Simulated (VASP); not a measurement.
## Ir3Cl: single point with PBE

The system is Ir3Cl, a slab with vacuum.

```
CELL_PARAMETERS angstrom
2.73676 0.00000 0.00000
-1.36838 2.37010 0.00000
0.00000 0.00000 19.84258
ATOMIC_POSITIONS crystal
Ir 0.66667 0.33333 0.20159
Ir 0.33333 0.66667 0.31101
Ir 0.00000 0.00000 0.42044
Cl 0.00000 0.16667 0.53491
```

- Program: VASP 6.6.1
- Task: single point
- Functional: PBE
- Potentials or basis: VASP PAW PBE potentials, release 64 (Ir, Cl)
- Cutoff: 520 eV
- k mesh: 12 × 12 × 1
- Occupations: gaussian, width 0.1 eV
- Spin: no spin polarisation

```yaml
Largest_force: 0.928 eV/Å
Band_gap_on_the_k_mesh: zero (bands 17 and 18 overlap by 1.57 eV)
```

Forces in eV/Å, atoms in the order of the input:
```
Ir   0.014 -0.047 -0.246
Ir  -0.026 -0.012  0.139
Ir  -0.427  0.819  0.083
Cl   0.439 -0.760  0.025
```

Levels at points of the mesh, in eV from the Fermi level:
```csv
k point,band 13,band 14,band 15,band 16,band 17,band 18,band 19,band 20,band 21,band 22
"(0.00, 0.00, 0.00)",-2.88,-1.30,-1.23,-0.72,-0.65,-0.27,0.42,0.50,0.94,1.14
"(0.50, 0.00, 0.00)",-1.13,-0.81,0.45,0.81,0.86,1.27,1.32,1.55,3.36,3.44
"(0.00, 0.50, 0.00)",-1.05,-0.69,0.52,0.83,0.88,1.14,1.31,1.55,3.35,3.60
"(0.50, 0.50, 0.00)",-0.89,-0.71,0.52,0.65,0.83,1.31,1.55,1.68,3.18,3.50
```

It took 5.5 min on 1 thread of Intel(R) Xeon(R) Platinum 8375C CPU @ 2.90GHz (Ice Lake), with other jobs on the host, peak memory 0.37 GiB.

Caveat: spin-orbit coupling is left out, which moves the levels of the heavy elements.
